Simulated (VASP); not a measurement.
# InGaAs2 (P-4m2) in VASP: a series of runs

Runs on InGaAs2. Level: PBEsol. Tasks: single point.

Everything below comes from runs of VASP 6.6.1. Logs are shortened: lines on timing, memory, paths and dates and some standing lists are left out, and cuts for length are marked.

## 1. The cell of the first run

It takes space group P-4m2 (No. 115, tetragonal). The conventional cell has a = 4.046 Å, b = 4.046 Å, c = 5.775 Å, α = 90.00°, β = 90.00°, γ = 90.00°. In (site symmetry -4m2) has 4 As at 2.56 Å within 3.4 Å. Within 3.2 Å of Ga (site symmetry -4m2) lie 4 As at 2.42 Å. As (site symmetry 2mm) has 2 Ga at 2.42 Å and 2 In at 2.56 Å within 3.2 Å.

## 2. Single point, PBEsol

File INCAR:

```
SYSTEM = InGaAs2
ALGO = Normal
EDIFF = 1E-7
ENCUT = 520
GGA = PS
ISIF = 2
ISMEAR = 0
LASPH = .TRUE.
LCHARG = .FALSE.
LREAL = .FALSE.
LWAVE = .FALSE.
NBANDS = 26
NELM = 60
PREC = Accurate
SIGMA = 0.1
```

File KPOINTS:

```
k-points
0
G
  10 10 8
  0 0 0
```

File POSCAR:

```
InGaAs2
1.0
    4.0463375302      0.0000000000      0.0000000000
    0.0000000000      4.0463375302      0.0000000000
    0.0000000000      0.0000000000      5.7747306697
In Ga As
1 1 2
Direct
    0.0000000000      0.0000000000      0.5000000000
    0.5000000000      0.5000000000      0.0000000000
    0.5000000000      0.0000000000      0.7706686222
    0.0000000000      0.5000000000      0.2293313778
```

Potentials or basis: VASP PAW PBE potentials, release 64 (In_d, Ga_d, As).

Started as:

```console
cat potpaw_PBE.64/In_d/POTCAR potpaw_PBE.64/Ga_d/POTCAR potpaw_PBE.64/As/POTCAR > POTCAR
mpirun -np 1 vasp_std > vasp.out
```

OUTCAR:

```text
SYSTEM = InGaAs2
   EDIFF = 1E-7
   ENCUT = 520
   GGA = PS
   ISIF = 2
   ISMEAR = 0
   LASPH = .TRUE.
   LREAL = .FALSE.
   NELM = 60
   PREC = Accurate

 ion  position               nearest neighbor table
   1  0.000  0.000  0.500-   3 2.56   4 2.56   4 2.56   3 2.56
   2  0.500  0.500  0.000-   3 2.42   4 2.42   3 2.42   4 2.42
   3  0.500  0.000  0.771-   2 2.42   2 2.42   1 2.56   1 2.56
   4  0.000  0.500  0.229-   2 2.42   2 2.42   1 2.56   1 2.56

  LATTYP: Found a simple tetragonal cell.
 ALAT       =     4.0463375302
 C/A-ratio  =     1.4271500157

  Lattice vectors:

 A1 = (   4.0463375302,   0.0000000000,   0.0000000000)
 A2 = (   0.0000000000,   4.0463375302,   0.0000000000)
 A3 = (   0.0000000000,   0.0000000000,   5.7747306697)

Analysis of symmetry for initial positions (statically):
=====================================================================
 Subroutine PRICEL returns:
 Original cell was already a primitive cell.

 Routine SETGRP: Setting up the symmetry group for a
 simple tetragonal supercell.

 Subroutine GETGRP returns: Found  8 space group operations
 (whereof  8 operations were pure point group operations)
 out of a pool of 16 trial point group operations.

The static configuration has the point symmetry D_2d.

Analysis of symmetry for dynamics (positions and initial velocities):
=====================================================================
 Subroutine PRICEL returns:
 Original cell was already a primitive cell.

 Routine SETGRP: Setting up the symmetry group for a
 simple tetragonal supercell.

 Subroutine GETGRP returns: Found  8 space group operations
 (whereof  8 operations were pure point group operations)
 out of a pool of 16 trial point group operations.

The dynamic configuration has the point symmetry D_2d.

 Subroutine INISYM returns: Found  8 space group operations
 (whereof  8 operations are pure point group operations),
 and found     1 'primitive' translations

----------------------------------------------------------------------------------------

                                     Primitive cell

  volume of cell :      94.5488

  direct lattice vectors                    reciprocal lattice vectors
     4.046337530  0.000000000  0.000000000     0.247137070  0.000000000  0.000000000
     0.000000000  4.046337530  0.000000000     0.000000000  0.247137070  0.000000000
     0.000000000  0.000000000  5.774730670     0.000000000  0.000000000  0.173168249

  length of vectors
     4.046337530  4.046337530  5.774730670     0.247137070  0.247137070  0.173168249

  position of ions in fractional coordinates (direct lattice)
     0.000000000  0.000000000  0.500000000
     0.500000000  0.500000000  0.000000000
     0.500000000  0.000000000  0.770668622
     0.000000000  0.500000000  0.229331378

  ion indices of the primitive-cell ions
   primitive index   ion index
                 1           1
                 2           2
                 3           3
                 4           4

----------------------------------------------------------------------------------------

 KPOINTS: k-points

Automatic generation of k-mesh.
 Grid dimensions read from file:
 generate k-points for:   10   10    8

 Generating k-lattice:

  Cartesian coordinates                     Fractional coordinates (reciprocal lattice)
     0.024713707  0.000000000  0.000000000     0.100000000  0.000000000  0.000000000
     0.000000000  0.024713707  0.000000000     0.000000000  0.100000000  0.000000000
     0.000000000  0.000000000  0.021646031     0.000000000  0.000000000  0.125000000

  Length of vectors
     0.024713707  0.024713707  0.021646031

  Shift w.r.t. Gamma in fractional coordinates (k-lattice)
     0.000000000  0.000000000  0.000000000

 Subroutine IBZKPT returns following result:
 ===========================================

 Found    105 irreducible k-points:

 Following reciprocal coordinates:
            Coordinates               Weight
  0.000000  0.000000  0.000000      1.000000
  0.100000  0.000000  0.000000      4.000000
  0.200000  0.000000  0.000000      4.000000
  0.300000  0.000000  0.000000      4.000000
  0.400000  0.000000  0.000000      4.000000
  0.500000  0.000000  0.000000      2.000000
[... 16 lines left out ...]
  0.100000  0.000000  0.125000      8.000000
  0.200000  0.000000  0.125000      8.000000
 [... further k-points ...]
   k-points           NKPTS =    105   k-points in BZ     NKDIM =    105   number of bands    NBANDS=     26
   number of dos      NEDOS =    301   number of ions     NIONS =      4
   total plane-waves  NPLWV =  43200
   dimension x,y,z NGX =    30 NGY =   30 NGZ =   48
   dimension x,y,z NGXF=    60 NGYF=   60 NGZF=   96
   ions per type =               1   1   2
   NGX,Y,Z   is equivalent  to a cutoff of  12.33, 12.33, 13.82 a.u.
   NGXF,Y,Z  is equivalent  to a cutoff of  24.65, 24.65, 27.64 a.u.
 SYSTEM =  InGaAs2
   PREC   = accura    normal or accurate (medium, high low for compatibility)
   ISTART =      0    job   : 0-new  1-cont  2-samecut
   ICHARG =      2    charge: 1-file 2-atom 10-const
   ISPIN  =      1    spin polarized calculation?
   LNONCOLLINEAR =      F non collinear calculations
   LSORBIT =      F    spin-orbit coupling
   LASPH  =      T    aspherical Exc in radial PAW
   ENCUT  =  520.0 eV  38.22 Ry    6.18 a.u.   7.52  7.52 10.74*2*pi/ulx,y,z
   NELM   =     60;   NELMIN=  2; NELMDL= -5     # of ELM steps
   EDIFF  = 0.1E-06   stopping-criterion for ELM
   LREAL  =      F    real-space projection
   EDIFFG = 0.1E-05   stopping-criterion for IOM
   NSW    =      0    number of steps for IOM
   IBRION =     -1    ionic relax: 0-MD 1-quasi-New 2-CG
   NFREE  =      0    steps in history (QN), initial steepest desc. (CG)
   ISIF   =      2    stress and relaxation
   ISYM   =      2    0-nonsym 1-usesym 2-fastsym
   POTIM  = 0.5000    time-step for ionic-motion
   TEBEG  =    0.0;   TEEND  =   0.0 temperature during run
   PSTRESS=    0.0 pullay stress
   NELECT =      36.0000    total number of electrons
   NUPDOWN=      -1.0000    fix difference up-down
   EMIN   =  10.00;   EMAX   =-10.00  energy-range for DOS
   EFERMI =   0.00;   METHOD = LEGACY
   ISMEAR =     0;   SIGMA  =   0.10  broadening in eV -4-tet -1-fermi 0-gaus
   EFERMI_NEDOS =   21; number of points for ismear=-14 and -15
   IALGO  =     38    algorithm
   IMIX   =      4    mixing-type and parameters
     AMIX     =   0.40;   BMIX     =  1.00
     AMIX_MAG =   1.60;   BMIX_MAG =  1.00
  volume/ion in A,a.u.               =      23.64       159.51
  Fermi-wavevector in a.u.,A,eV,Ry     =   1.186562  2.242277 19.156034  1.407929
  Thomas-Fermi vector in A             =   2.322732
   LORBIT       =      0    0 simple, 1 ext, 2 COOP (PROOUT), +10 PAW based schemes
   GGA     = PS    functional components
   LHFCALC =     F    Hartree Fock is set to
   AEXX    =    0.0000 exact exchange contribution
   IVDW    =     0    specifies the selected vdW correction
   LEPSILON=     F    determine dielectric tensor
   LRPA    =     F    only Hartree local field effects (RPA)
 non-spin polarized calculation
 Gauss-broadening in eV      SIGMA  =   0.10
  energy-cutoff  :      520.00
  volume of cell :       94.55
 maximum number of plane-waves:      2590
   NGX = 15   NGY = 15   NGZ = 21

 number of electron      36.0000015 magnetization

 Free energy of the ion-electron system (eV)
  ---------------------------------------------------
  ext. energy  EPLUGINS =         0.00000000
  ---------------------------------------------------
  free energy    TOTEN  =       -17.39672971 eV

  energy without entropy =      -17.39666507  energy(sigma->0) =      -17.39669739

 E-fermi :   4.9284     XC(G=0):  -9.7842

 val. band max:        4.7939698336   @ k =   0.0000   0.0000   0.0000
 cond. band min:       5.0252039663   @ k =   0.0000   0.0000   0.0000
 fundamental gap:      0.2312341327
 Fermi energy:         4.9283824038

 k-point     1 :       0.0000    0.0000    0.0000
  band No.  band energies     occupation
      1     -10.2708      2.00000
      2     -10.1706      2.00000
      3     -10.1706      2.00000
      4     -10.1277      2.00000
      5     -10.0902      2.00000
      6      -9.8361      2.00000
[... 18 lines left out ...]
     25      12.2356      0.00000
     26      14.2960      0.00000

 k-point     2 :       0.1000    0.0000    0.0000
  band No.  band energies     occupation
      1     -10.2683      2.00000
      2     -10.1756      2.00000
      3     -10.1702      2.00000
      4     -10.1262      2.00000
      5     -10.0911      2.00000
      6      -9.8311      2.00000
[... 18 lines left out ...]
     25      12.7016      0.00000
     26      13.7249      0.00000

 k-point     3 :       0.2000    0.0000    0.0000
  band No.  band energies     occupation
      1     -10.2619      2.00000
      2     -10.1882      2.00000
      3     -10.1691      2.00000
      4     -10.1224      2.00000
      5     -10.0935      2.00000
      6      -9.8200      2.00000
[... 18 lines left out ...]
     25      12.8104      0.00000
     26      12.9582      0.00000

 k-point     4 :       0.3000    0.0000    0.0000
  band No.  band energies     occupation
      1     -10.2537      2.00000
      2     -10.2034      2.00000
      3     -10.1677      2.00000
      4     -10.1180      2.00000
      5     -10.0965      2.00000
      6      -9.8123      2.00000
[... 18 lines left out ...]
     25      12.0314      0.00000
     26      12.3806      0.00000
[... 496 lines left out ...]
      1     -10.2695      2.00000
      2     -10.1702      2.00000
      3     -10.1702      2.00000
      4     -10.1276      2.00000
      5     -10.0902      2.00000
      6      -9.8424      2.00000
[... 18 lines left out ...]
     25      12.5537      0.00000
     26      13.5149      0.00000

 k-point    23 :       0.1000    0.0000    0.1250
  band No.  band energies     occupation
      1     -10.2671      2.00000
      2     -10.1754      2.00000
      3     -10.1699      2.00000
      4     -10.1260      2.00000
      5     -10.0911      2.00000
      6      -9.8371      2.00000
[... 18 lines left out ...]
     25      12.9082      0.00000
     26      13.2692      0.00000

 k-point    24 :       0.2000    0.0000    0.1250
  band No.  band energies     occupation
      1     -10.2610      2.00000
      2     -10.1882      2.00000
      3     -10.1689      2.00000
      4     -10.1223      2.00000
      5     -10.0936      2.00000
      6      -9.8252      2.00000
[... 18 lines left out ...]
     25      12.2409      0.00000
     26      12.6687      0.00000

 [... further k-points ...]

------------------------ aborting loop because EDIFF is reached ----------------------------------------

  FORCE on cell =-STRESS in cart. coord.  units (eV):
  Direction    XX          YY          ZZ          XY          YZ          ZX
  --------------------------------------------------------------------------------------
  -------------------------------------------------------------------------------------
  Total        3.0453388      3.0453388      3.0481217      0.0000000      0.0000000      0.0000000
  in kB       51.6048172     51.6048172     51.6519762      0.0000000      0.0000000      0.0000000
  external PRESSURE =      51.6205368 kB  Pullay stress =       0.0000000 kB

 VOLUME and BASIS-vectors are now :
 -----------------------------------------------------------------------------
  energy-cutoff  :      520.00
  volume of cell :       94.55
      direct lattice vectors                 reciprocal lattice vectors
     4.046337530  0.000000000  0.000000000     0.247137070  0.000000000  0.000000000
     0.000000000  4.046337530  0.000000000     0.000000000  0.247137070  0.000000000
     0.000000000  0.000000000  5.774730670     0.000000000  0.000000000  0.173168249

 POSITION                                       TOTAL-FORCE (eV/Angst)
 -----------------------------------------------------------------------------------
      0.00000      0.00000      2.88737         0.000000      0.000000      0.000000
      2.02317      2.02317      0.00000         0.000000     -0.000000      0.000000
      2.02317      0.00000      4.45040         0.000000      0.000000     -0.000723
      0.00000      2.02317      1.32433         0.000000      0.000000      0.000723
 -----------------------------------------------------------------------------------
    total drift:                                0.000000      0.000000      0.000000

  FREE ENERGIE OF THE ION-ELECTRON SYSTEM (eV)
  ---------------------------------------------------
  free  energy   TOTEN  =       -17.3967297116 eV

  energy  without entropy=      -17.3966650732  energy(sigma->0) =      -17.39669739
```

Run time: 6.6 min. Hardware: 1 thread of Intel Xeon 8259CL, shared host; peak memory 0.39 GiB.

What came out:

- Free energy: -17.3967 eV
- Pressure: 5.2 GPa
- Band gap on the k mesh: 0.23 eV

Levels at points of the mesh, in eV from the valence-band top:
| k point | band 15 | band 16 | band 17 | band 18 | band 19 | band 20 | band 21 | band 22 |
| --- | --- | --- | --- | --- | --- | --- | --- | --- |
| (0.00, 0.00, 0.00) | -2.82 | -0.24 | 0.00 | 0.00 | 0.23 | 1.37 | 1.77 | 3.76 |
| (0.50, 0.00, 0.00) | -3.60 | -3.30 | -1.63 | -0.95 | 2.11 | 3.27 | 4.87 | 5.04 |
| (0.50, 0.50, 0.00) | -2.96 | -2.78 | -2.78 | -2.59 | 1.22 | 1.22 | 1.50 | 1.88 |
| (0.00, 0.00, 0.50) | -2.13 | -2.13 | -1.37 | -1.37 | 1.82 | 1.83 | 2.85 | 3.50 |
| (0.50, 0.00, 0.50) | -1.58 | -1.25 | -1.21 | -0.84 | 0.68 | 1.21 | 4.18 | 4.60 |
| (0.50, 0.50, 0.50) | -3.67 | -3.53 | -3.46 | -3.46 | 4.36 | 4.36 | 4.48 | 4.58 |

Caveat: the cell stands under pressure; semilocal functionals underestimate gaps, and a narrow one can read as zero; the PAW data sets were made with another functional, which shifts forces and pressure a little; spin-orbit coupling is left out, which moves the levels of the heavy elements. A k mesh can miss the band edges.

## 3. Single point, PBEsol

File INCAR:

```
  PREC = Accurate
  ENCUT = 520
  EDIFF = 1E-6
  ISMEAR = 0
  SIGMA = 0.1
  LREAL = F
  LASPH = T
  NELM = 100
  ALGO = Normal
  ISIF = 2
  LWAVE = F
  LCHARG = T
  GGA = PS
  LELF = T
  LVHAR = T
  NBANDS = 26
```

File KPOINTS:

```
Automatic mesh
0
Gamma
  10 10 8
```

POSCAR is that of step 2.

Potentials or basis: VASP PAW PBE potentials, release 64 (In_d, Ga_d, As).

Started as:

```console
cat potpaw_PBE.64/In_d/POTCAR potpaw_PBE.64/Ga_d/POTCAR potpaw_PBE.64/As/POTCAR > POTCAR
mpirun -np 1 vasp_std > vasp.out
```

OUTCAR:

```text
PREC = Accurate
   ENCUT = 520
   EDIFF = 1E-6
   ISMEAR = 0
   LREAL = F
   LASPH = T
   NELM = 100
   ISIF = 2
   GGA = PS

 ion  position               nearest neighbor table
   1  0.000  0.000  0.500-   3 2.56   4 2.56   4 2.56   3 2.56
   2  0.500  0.500  0.000-   3 2.42   4 2.42   3 2.42   4 2.42
   3  0.500  0.000  0.771-   2 2.42   2 2.42   1 2.56   1 2.56
   4  0.000  0.500  0.229-   2 2.42   2 2.42   1 2.56   1 2.56

  LATTYP: Found a simple tetragonal cell.
[... 895 lines left out ...]
  Direction    XX          YY          ZZ          XY          YZ          ZX
  --------------------------------------------------------------------------------------
  -------------------------------------------------------------------------------------
  Total        3.0495763      3.0495763      3.0524247      0.0000000      0.0000000      0.0000000
  in kB       51.6766241     51.6766241     51.7248917      0.0000000      0.0000000      0.0000000
  external PRESSURE =      51.6927133 kB  Pullay stress =       0.0000000 kB

 VOLUME and BASIS-vectors are now :
 -----------------------------------------------------------------------------
  energy-cutoff  :      520.00
  volume of cell :       94.55
      direct lattice vectors                 reciprocal lattice vectors
     4.046337530  0.000000000  0.000000000     0.247137070  0.000000000  0.000000000
     0.000000000  4.046337530  0.000000000     0.000000000  0.247137070  0.000000000
     0.000000000  0.000000000  5.774730670     0.000000000  0.000000000  0.173168249

 POSITION                                       TOTAL-FORCE (eV/Angst)
 -----------------------------------------------------------------------------------
      0.00000      0.00000      2.88737        -0.000000      0.000000      0.000000
      2.02317      2.02317      0.00000        -0.000000     -0.000000      0.000000
      2.02317      0.00000      4.45040         0.000000      0.000000     -0.000634
      0.00000      2.02317      1.32433        -0.000000      0.000000      0.000634
 -----------------------------------------------------------------------------------
    total drift:                                0.000000      0.000000      0.000000

  FREE ENERGIE OF THE ION-ELECTRON SYSTEM (eV)
  ---------------------------------------------------
  free  energy   TOTEN  =       -17.3967299778 eV

  energy  without entropy=      -17.3966651523  energy(sigma->0) =      -17.39669757
```

stdout:

```text
POSCAR found type information on POSCAR InGaAs
 POSCAR found :  3 types and       4 ions
 scaLAPACK will be used
 -----------------------------------------------------------------------------
|                                                                             |
|                                                                             |
|     You enforced a specific xc type in the INCAR file but a different       |
|     I HOPE YOU KNOW WHAT YOU ARE DOING!                                     |
|                                                                             |
 -----------------------------------------------------------------------------

 LDA part: xc-table for (Slater+PW92), standard interpolation
 POSCAR, INCAR and KPOINTS ok, starting setup
 FFT: planning ... GRIDC
 FFT: planning ... GRID_SOFT
 FFT: planning ... GRID
 WAVECAR not read
 entering main loop
```

It took 5.6 min on 1 thread of Intel Xeon 8259CL, shared host; peak memory 0.39 GiB.

Results:

| Property | Result |
| --- | --- |
| Free energy | -17.3967 eV |
| Pressure | 5.2 GPa |
| Band gap on the k mesh | 0.23 eV |

Caveat: the cell stands under pressure; semilocal functionals underestimate gaps, and a narrow one can read as zero; the PAW data sets were made with another functional, which shifts forces and pressure a little; spin-orbit coupling is left out, which moves the levels of the heavy elements. A k mesh can miss the band edges.
